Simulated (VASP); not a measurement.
Input of a VASP 6.6.1 run:

File INCAR:

```
PREC     = Accurate       # precision mode
ENCUT    = 520            # plane-wave cutoff, eV
EDIFF    = 1E-6           # SCF threshold, eV
ISMEAR   = -1             # smearing method
SIGMA    = 0.02           # smearing width, eV
LREAL    = F              # projectors in reciprocal space
LASPH    = T              # aspherical terms in the spheres
NELM     = 100            # most SCF steps
ALGO     = Normal         # electronic algorithm
ISIF     = 2              # what is computed and relaxed
LWAVE    = F              # write WAVECAR
LCHARG   = F              # write CHGCAR
GGA      = PE             # functional
NBANDS   = 11             # bands
```

The input KPOINTS:

```
Automatic mesh
0
Gamma
  10 10 10
```

The input POSCAR:

```
BeS
1.0
    0.0000000000      2.3885416711      2.4343066359
    2.3885416711      0.0000000000      2.4343066359
    2.3885416711      2.3885416711      0.0000000000
Be S
1 1
Direct
    0.0000000000      0.0000000000      0.0000000000
    0.2500000000      0.2500000000      0.2500000000
```

Potentials or basis: VASP PAW PBE potentials, release 64 (Be, S).

Command:

```sh
$ cat potpaw_PBE.64/Be/POTCAR potpaw_PBE.64/S/POTCAR > POTCAR
$ mpirun -np 1 vasp_std > vasp.out
```

(1) Predict the pressure.

(2) Predict the band gap on the k mesh.

Results:

(1) 4.3 GPa.

(2) 2.96 eV, indirect (least direct gap 5.62 eV).

Caveat: the cell differs from its parent crystal (biaxial xy strain -1.9%).
